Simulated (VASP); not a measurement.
# CsI (Pm-3m) in VASP: notebook

CsI is run at these levels: PBE; tasks: single point.

Everything below comes from runs of VASP 6.6.1. Logs are shortened: lines on timing, memory, paths and dates and some standing lists are left out, and cuts for length are marked.

**1. The cell of the first run**

It takes space group Pm-3m (No. 221, cubic). The conventional cell has a = 4.602 Å, b = 4.602 Å, c = 4.602 Å, α = 90.00°, β = 90.00°, γ = 90.00°. Within 5.2 Å of Cs (site symmetry m-3m) lie 8 I at 3.99 Å and 6 Cs at 4.60 Å. Within 5.2 Å of I (site symmetry m-3m) lie 8 Cs at 3.99 Å and 6 I at 4.60 Å.

**2. Single point, PBE (48.74 Å³/atom)**

Contents of INCAR:

```
ALGO = Normal
EDIFF = 1E-6
ENCUT = 500
GGA = PE
GGA_COMPAT = False
ISIF = 2
ISMEAR = 0
LASPH = True
LCHARG = False
LREAL = False
LWAVE = False
NBANDS = 15
NELM = 120
PREC = Accurate
SIGMA = 0.05
```

Contents of KPOINTS:

```
k-points
0
Gamma
  8 8 8
```

Contents of POSCAR:

```
CsI
1.0
    4.6024127753      0.0000000000      0.0000000000
    0.0000000000      4.6024127753      0.0000000000
    0.0000000000      0.0000000000      4.6024127753
Cs I
1 1
Direct
    0.0000000000      0.0000000000      0.0000000000
    0.5000000000      0.5000000000      0.5000000000
```

Potentials or basis: VASP PAW PBE potentials, release 64 (Cs_sv, I).

Run with:

```
$ cat potpaw_PBE.64/Cs_sv/POTCAR potpaw_PBE.64/I/POTCAR > POTCAR
$ mpirun -np 1 vasp_std > vasp.out
```

OUTCAR:

```text
EDIFF = 1E-6
   ENCUT = 500
   GGA = PE
   ISIF = 2
   ISMEAR = 0
   LASPH = True
   LREAL = False
   NELM = 120
   PREC = Accurate

 ion  position               nearest neighbor table
   1  0.000  0.000  0.000-
   2  0.500  0.500  0.500-

  LATTYP: Found a simple cubic cell.
 ALAT       =     4.6024127753

  Lattice vectors:

 A1 = (   4.6024127753,   0.0000000000,   0.0000000000)
 A2 = (   0.0000000000,   4.6024127753,   0.0000000000)
 A3 = (   0.0000000000,   0.0000000000,   4.6024127753)

Analysis of symmetry for initial positions (statically):
=====================================================================
 Subroutine PRICEL returns:
 Original cell was already a primitive cell.

 Routine SETGRP: Setting up the symmetry group for a
 simple cubic supercell.

 Subroutine GETGRP returns: Found 48 space group operations
 (whereof 48 operations were pure point group operations)
 out of a pool of 48 trial point group operations.

The static configuration has the point symmetry O_h .

Analysis of symmetry for dynamics (positions and initial velocities):
=====================================================================
 Subroutine PRICEL returns:
 Original cell was already a primitive cell.

 Routine SETGRP: Setting up the symmetry group for a
 simple cubic supercell.

 Subroutine GETGRP returns: Found 48 space group operations
 (whereof 48 operations were pure point group operations)
 out of a pool of 48 trial point group operations.

The dynamic configuration has the point symmetry O_h .

 Subroutine INISYM returns: Found 48 space group operations
 (whereof 48 operations are pure point group operations),
 and found     1 'primitive' translations

----------------------------------------------------------------------------------------

                                     Primitive cell

  volume of cell :      97.4892

  direct lattice vectors                    reciprocal lattice vectors
     4.602412775  0.000000000  0.000000000     0.217277339  0.000000000  0.000000000
     0.000000000  4.602412775  0.000000000     0.000000000  0.217277339  0.000000000
     0.000000000  0.000000000  4.602412775     0.000000000  0.000000000  0.217277339

  length of vectors
     4.602412775  4.602412775  4.602412775     0.217277339  0.217277339  0.217277339

  position of ions in fractional coordinates (direct lattice)
     0.000000000  0.000000000  0.000000000
     0.500000000  0.500000000  0.500000000

  ion indices of the primitive-cell ions
   primitive index   ion index
                 1           1
                 2           2

----------------------------------------------------------------------------------------

 KPOINTS: k-points

Automatic generation of k-mesh.
 Grid dimensions read from file:
 generate k-points for:    8    8    8

 Generating k-lattice:

  Cartesian coordinates                     Fractional coordinates (reciprocal lattice)
     0.027159667  0.000000000  0.000000000     0.125000000  0.000000000  0.000000000
     0.000000000  0.027159667  0.000000000     0.000000000  0.125000000  0.000000000
     0.000000000  0.000000000  0.027159667     0.000000000  0.000000000  0.125000000

  Length of vectors
     0.027159667  0.027159667  0.027159667

  Shift w.r.t. Gamma in fractional coordinates (k-lattice)
     0.000000000  0.000000000  0.000000000

 Subroutine IBZKPT returns following result:
 ===========================================

 Found     35 irreducible k-points:

 Following reciprocal coordinates:
            Coordinates               Weight
  0.000000  0.000000  0.000000      1.000000
  0.125000  0.000000  0.000000      6.000000
  0.250000  0.000000  0.000000      6.000000
  0.375000  0.000000  0.000000      6.000000
  0.500000  0.000000  0.000000      3.000000
  0.125000  0.125000  0.000000     12.000000
[... 16 lines left out ...]
  0.375000  0.375000  0.125000     24.000000
  0.500000  0.375000  0.125000     24.000000
 [... further k-points ...]
   k-points           NKPTS =     35   k-points in BZ     NKDIM =     35   number of bands    NBANDS=     15
   number of dos      NEDOS =    301   number of ions     NIONS =      2
   total plane-waves  NPLWV =  46656
   dimension x,y,z NGX =    36 NGY =   36 NGZ =   36
   dimension x,y,z NGXF=    72 NGYF=   72 NGZF=   72
   ions per type =               1   1
   NGX,Y,Z   is equivalent  to a cutoff of  13.00, 13.00, 13.00 a.u.
   NGXF,Y,Z  is equivalent  to a cutoff of  26.01, 26.01, 26.01 a.u.
 SYSTEM =  unknown system
   PREC   = accura    normal or accurate (medium, high low for compatibility)
   ISTART =      0    job   : 0-new  1-cont  2-samecut
   ICHARG =      2    charge: 1-file 2-atom 10-const
   ISPIN  =      1    spin polarized calculation?
   LNONCOLLINEAR =      F non collinear calculations
   LSORBIT =      F    spin-orbit coupling
   LASPH  =      T    aspherical Exc in radial PAW
   ENCUT  =  500.0 eV  36.75 Ry    6.06 a.u.   8.39  8.39  8.39*2*pi/ulx,y,z
   NELM   =    120;   NELMIN=  2; NELMDL= -5     # of ELM steps
   EDIFF  = 0.1E-05   stopping-criterion for ELM
   LREAL  =      F    real-space projection
   EDIFFG = 0.1E-04   stopping-criterion for IOM
   NSW    =      0    number of steps for IOM
   IBRION =     -1    ionic relax: 0-MD 1-quasi-New 2-CG
   NFREE  =      0    steps in history (QN), initial steepest desc. (CG)
   ISIF   =      2    stress and relaxation
   ISYM   =      2    0-nonsym 1-usesym 2-fastsym
   POTIM  = 0.5000    time-step for ionic-motion
   TEBEG  =    0.0;   TEEND  =   0.0 temperature during run
   PSTRESS=    0.0 pullay stress
   NELECT =      16.0000    total number of electrons
   NUPDOWN=      -1.0000    fix difference up-down
   EMIN   =  10.00;   EMAX   =-10.00  energy-range for DOS
   EFERMI =   0.00;   METHOD = LEGACY
   ISMEAR =     0;   SIGMA  =   0.05  broadening in eV -4-tet -1-fermi 0-gaus
   EFERMI_NEDOS =   21; number of points for ismear=-14 and -15
   IALGO  =     38    algorithm
   IMIX   =      4    mixing-type and parameters
     AMIX     =   0.40;   BMIX     =  1.00
     AMIX_MAG =   1.60;   BMIX_MAG =  1.00
  volume/ion in A,a.u.               =      48.74       328.94
  Fermi-wavevector in a.u.,A,eV,Ry     =   0.896319  1.693797 10.930753  0.803388
  Thomas-Fermi vector in A             =   2.018762
   LORBIT       =      0    0 simple, 1 ext, 2 COOP (PROOUT), +10 PAW based schemes
   GGA     = PE    functional components
   LHFCALC =     F    Hartree Fock is set to
   AEXX    =    0.0000 exact exchange contribution
   IVDW    =     0    specifies the selected vdW correction
   LEPSILON=     F    determine dielectric tensor
   LRPA    =     F    only Hartree local field effects (RPA)
 non-spin polarized calculation
 Gauss-broadening in eV      SIGMA  =   0.05
  energy-cutoff  :      500.00
  volume of cell :       97.49
 maximum number of plane-waves:      2517
 NGX is ok and might be reduce to    36
   NGX = 17   NGY = 17   NGZ = 17

 number of electron      16.0000003 magnetization

 Free energy of the ion-electron system (eV)
  ---------------------------------------------------
  ext. energy  EPLUGINS =         0.00000000
  ---------------------------------------------------
  free energy    TOTEN  =        -5.43636943 eV

  energy without entropy =       -5.43636943  energy(sigma->0) =       -5.43636943

 E-fermi :   0.8912     XC(G=0):  -7.6689

 val. band max:        0.6762682731   @ k =   0.5000   0.5000   0.0000
 cond. band min:       4.4770351146   @ k =   0.0000   0.0000   0.0000
 fundamental gap:      3.8007668415
 Fermi energy:         0.8911838945

 k-point     1 :       0.0000    0.0000    0.0000
  band No.  band energies     occupation
      1     -19.7441      2.00000
      2      -9.9458      2.00000
      3      -6.4476      2.00000
      4      -6.4476      2.00000
      5      -6.4476      2.00000
      6       0.5842      2.00000
      7       0.5842      2.00000
      8       0.5842      2.00000
      9       4.4770      0.00000
     10       4.8911      0.00000
     11       4.8911      0.00000
     12       8.3867      0.00000
     13       8.3867      0.00000
     14       8.3867      0.00000
     15      10.7954      0.00000

 k-point     2 :       0.1250    0.0000    0.0000
  band No.  band energies     occupation
      1     -19.7408      2.00000
      2      -9.9464      2.00000
      3      -6.4706      2.00000
      4      -6.4393      2.00000
      5      -6.4393      2.00000
      6       0.3067      2.00000
      7       0.5645      2.00000
      8       0.5645      2.00000
      9       4.8206      0.00000
     10       4.9833      0.00000
     11       5.2251      0.00000
     12       8.3343      0.00000
     13       8.3343      0.00000
     14       8.4562      0.00000
     15      10.0319      0.00000

 k-point     3 :       0.2500    0.0000    0.0000
  band No.  band energies     occupation
      1     -19.7330      2.00000
      2      -9.9489      2.00000
      3      -6.5211      2.00000
      4      -6.4190      2.00000
      5      -6.4190      2.00000
      6      -0.2322      2.00000
      7       0.5161      2.00000
      8       0.5161      2.00000
      9       5.2495      0.00000
     10       5.5860      0.00000
     11       6.0873      0.00000
     12       8.2885      0.00000
     13       8.2885      0.00000
     14       8.6468      0.00000
     15       8.8956      0.00000
[... 343 lines left out ...]
 k-point    23 :       0.3750    0.3750    0.1250
  band No.  band energies     occupation
      1     -19.7049      2.00000
      2      -9.8178      2.00000
      3      -6.7236      2.00000
      4      -6.6692      2.00000
      5      -6.4177      2.00000
      6      -0.2771      2.00000
      7      -0.1421      2.00000
      8       0.4215      2.00000
      9       5.5238      0.00000
     10       6.1627      0.00000
     11       6.9503      0.00000
     12       7.2184      0.00000
     13       8.4841      0.00000
     14       8.8232      0.00000
     15      10.1873      0.00000

 k-point    24 :       0.5000    0.3750    0.1250
  band No.  band energies     occupation
      1     -19.7020      2.00000
      2      -9.7970      2.00000
      3      -6.7441      2.00000
      4      -6.7178      2.00000
      5      -6.4112      2.00000
      6      -0.3015      2.00000
      7      -0.1544      2.00000
      8       0.4379      2.00000
      9       5.3763      0.00000
     10       6.0727      0.00000
     11       6.9239      0.00000
     12       7.0654      0.00000
     13       8.7805      0.00000
     14       9.7158      0.00000
     15      10.0916      0.00000

 [... further k-points ...]

------------------------ aborting loop because EDIFF is reached ----------------------------------------

  FORCE on cell =-STRESS in cart. coord.  units (eV):
  Direction    XX          YY          ZZ          XY          YZ          ZX
  --------------------------------------------------------------------------------------
  -------------------------------------------------------------------------------------
  Total        0.2951167      0.2951167      0.2951167      0.0000000      0.0000000     -0.0000000
  in kB        4.8500656      4.8500656      4.8500656      0.0000000      0.0000000     -0.0000000
  external PRESSURE =       4.8500656 kB  Pullay stress =       0.0000000 kB

 VOLUME and BASIS-vectors are now :
 -----------------------------------------------------------------------------
  energy-cutoff  :      500.00
  volume of cell :       97.49
      direct lattice vectors                 reciprocal lattice vectors
     4.602412775  0.000000000  0.000000000     0.217277339  0.000000000  0.000000000
     0.000000000  4.602412775  0.000000000     0.000000000  0.217277339  0.000000000
     0.000000000  0.000000000  4.602412775     0.000000000  0.000000000  0.217277339

 POSITION                                       TOTAL-FORCE (eV/Angst)
 -----------------------------------------------------------------------------------
      0.00000      0.00000      0.00000         0.000000      0.000000      0.000000
      2.30121      2.30121      2.30121         0.000000      0.000000      0.000000
 -----------------------------------------------------------------------------------
    total drift:                               -0.000000      0.000000      0.000000

  FREE ENERGIE OF THE ION-ELECTRON SYSTEM (eV)
  ---------------------------------------------------
  free  energy   TOTEN  =        -5.4363694297 eV

  energy  without entropy=       -5.4363694297  energy(sigma->0) =       -5.43636943
```

Run time: 53 s. Hardware: 1 thread of Intel Xeon 8259CL, shared host; peak memory 0.23 GiB.

Results:

- Free energy: -5.4364 eV
- Pressure: 0.5 GPa
- Band gap on the k mesh: 3.80 eV (least direct gap 3.89 eV)

Caveat: spin-orbit coupling is left out, which moves the levels of the heavy elements. A k mesh can miss the band edges.

**3. Single point, PBE (49.76 Å³/atom)**

This run uses another cell than the first one, of 49.76 Å³/atom.

Contents of INCAR:

```
PREC = Accurate
ENCUT = 500
EDIFF = 1E-6
ISMEAR = 0
SIGMA = 0.05
LREAL = F
LASPH = T
NELM = 120
ALGO = Normal
ISIF = 2
LWAVE = F
LCHARG = T
GGA = PE
LELF = T
LVHAR = T
NBANDS = 15
GGA_COMPAT = F
```

Contents of KPOINTS:

```
regular mesh
0
Gamma
  8 8 8
```

Contents of POSCAR:

```
CsI
1.0
    4.6341545561      0.0000000000      0.0000000000
    0.0000000000      4.6341545561      0.0000000000
    0.0000000000      0.0000000000      4.6341545561
Cs I
1 1
Direct
    0.0000000000      0.0000000000      0.0000000000
    0.5000000000      0.5000000000      0.5000000000
```

Potentials or basis: VASP PAW PBE potentials, release 64 (Cs_sv, I).

Run with:

```
$ cat potpaw_PBE.64/Cs_sv/POTCAR potpaw_PBE.64/I/POTCAR > POTCAR
$ mpirun -np 1 vasp_std > vasp.out
```

OUTCAR:

```text
PREC = Accurate
   ENCUT = 500
   EDIFF = 1E-6
   ISMEAR = 0
   LREAL = F
   LASPH = T
   NELM = 120
   ISIF = 2
   GGA = PE

 ion  position               nearest neighbor table
   1  0.000  0.000  0.000-
   2  0.500  0.500  0.500-

  LATTYP: Found a simple cubic cell.
 ALAT       =     4.6341545561

  Lattice vectors:

 A1 = (   4.6341545561,   0.0000000000,   0.0000000000)
 A2 = (   0.0000000000,   4.6341545561,   0.0000000000)
 A3 = (   0.0000000000,   0.0000000000,   4.6341545561)
[... 606 lines left out ...]
      8       0.3295      2.00000
      9       5.2495      0.00000
     10       5.9327      0.00000
     11       6.7898      0.00000
     12       6.9245      0.00000
     13       8.5760      0.00000
     14       9.4762      0.00000
     15       9.8761      0.00000

 [... further k-points ...]
[... 5 lines left out ...]
  --------------------------------------------------------------------------------------
  -------------------------------------------------------------------------------------
  Total        0.1517647      0.1517647      0.1517647      0.0000000      0.0000000     -0.0000000
  in kB        2.4432609      2.4432609      2.4432609      0.0000000      0.0000000     -0.0000000
  external PRESSURE =       2.4432609 kB  Pullay stress =       0.0000000 kB

 VOLUME and BASIS-vectors are now :
 -----------------------------------------------------------------------------
  energy-cutoff  :      500.00
  volume of cell :       99.52
      direct lattice vectors                 reciprocal lattice vectors
     4.634154556  0.000000000  0.000000000     0.215789091  0.000000000  0.000000000
     0.000000000  4.634154556  0.000000000     0.000000000  0.215789091  0.000000000
     0.000000000  0.000000000  4.634154556     0.000000000  0.000000000  0.215789091

 POSITION                                       TOTAL-FORCE (eV/Angst)
 -----------------------------------------------------------------------------------
      0.00000      0.00000      0.00000         0.000000      0.000000      0.000000
      2.31708      2.31708      2.31708         0.000000      0.000000      0.000000
 -----------------------------------------------------------------------------------
    total drift:                               -0.000000      0.000000      0.000000

  FREE ENERGIE OF THE ION-ELECTRON SYSTEM (eV)
  ---------------------------------------------------
  free  energy   TOTEN  =        -5.4410647141 eV

  energy  without entropy=       -5.4410647141  energy(sigma->0) =       -5.44106471
```

It took 61 s on 1 thread of Intel Xeon 8259CL, shared host; peak memory 0.23 GiB.

Results:

| Item | Value |
| --- | --- |
| Free energy | -5.4411 eV |
| Pressure | 0.2 GPa |
| Band gap on the k mesh | 3.74 eV (least direct gap 3.83 eV) |

Levels at points of the mesh, in eV from the valence-band top:
| k point | band 6 | band 7 | band 8 | band 9 | band 10 | band 11 |
| --- | --- | --- | --- | --- | --- | --- |
| (0.00, 0.00, 0.00) | -0.09 | -0.09 | -0.09 | 3.74 | 4.24 | 4.24 |
| (0.50, 0.00, 0.00) | -1.46 | -0.22 | -0.22 | 5.21 | 6.30 | 6.53 |
| (0.50, 0.50, 0.00) | -0.83 | -0.83 | 0.00 | 4.25 | 4.90 | 6.09 |
| (0.50, 0.50, 0.50) | -1.20 | -1.20 | -1.20 | 7.04 | 7.04 | 7.04 |

Caveat: spin-orbit coupling is left out, which moves the levels of the heavy elements. A k mesh can miss the band edges.

**4. Single point, PBE (50.78 Å³/atom)**

This run uses another cell than the first one, of 50.78 Å³/atom.

Contents of INCAR:

```
PREC     = Accurate       # precision mode
ENCUT    = 500            # plane-wave cutoff, eV
EDIFF    = 1E-6           # SCF threshold, eV
ISMEAR   = 0              # smearing method
SIGMA    = 0.05           # smearing width, eV
LREAL    = False          # projectors in reciprocal space
LASPH    = True           # aspherical terms in the spheres
NELM     = 120            # most SCF steps
ALGO     = Normal         # electronic algorithm
ISIF     = 2              # what is computed and relaxed
LWAVE    = False          # write WAVECAR
LCHARG   = False          # write CHGCAR
GGA      = PE             # functional
NBANDS   = 15             # bands
GGA_COMPAT= False
```

KPOINTS is that of step 3.

Contents of POSCAR:

```
CsI
1.0
    4.6654673611      0.0000000000      0.0000000000
    0.0000000000      4.6654673611      0.0000000000
    0.0000000000      0.0000000000      4.6654673611
Cs I
1 1
Direct
    0.0000000000      0.0000000000      0.0000000000
    0.5000000000      0.5000000000      0.5000000000
```

Run with:

```
$ cat potpaw_PBE.64/Cs_sv/POTCAR potpaw_PBE.64/I/POTCAR > POTCAR
$ mpirun -np 1 vasp_std > vasp.out
```

Wall time 57 s (1 thread of Intel Xeon 8259CL, shared host); peak memory 0.23 GiB.

It converged, with:

```
Free energy            : -5.4429 eV
Pressure               : 0.0 GPa
Band gap on the k mesh : 3.68 eV (least direct gap 3.77 eV)
```

Levels at points of the mesh, in eV from the valence-band top:
```tsv
k point	band 6	band 7	band 8	band 9	band 10	band 11
(0.00, 0.00, 0.00)	-0.10	-0.10	-0.10	3.68	4.27	4.27
(0.50, 0.00, 0.00)	-1.41	-0.21	-0.21	5.21	6.22	6.44
(0.50, 0.50, 0.00)	-0.81	-0.81	0.00	4.25	4.89	6.08
(0.50, 0.50, 0.50)	-1.16	-1.16	-1.16	6.98	6.98	6.98
```

Caveat: spin-orbit coupling is left out, which moves the levels of the heavy elements.

**5. Overview**

| cell | gap on the mesh (eV) | pressure (GPa) |
| --- | --- | --- |
| a = 4.602 Å, 2 atoms | 3.80 | 0.5 |
| a = 4.634 Å, 2 atoms | 3.74 | 0.2 |
| a = 4.665 Å, 2 atoms | 3.68 | 0.0 |

Alike in all rows: task single point; level PBE; potentials or basis VASP PAW PBE potentials, release 64 (Cs_sv, I); no spin polarisation; k mesh 8 × 8 × 8; cutoff (eV) 500; smearing gaussian 0.05 eV.

Caveats: spin-orbit coupling is left out, which moves the levels of the heavy elements.

Absolute energies hang on the potentials; compare differences alone.
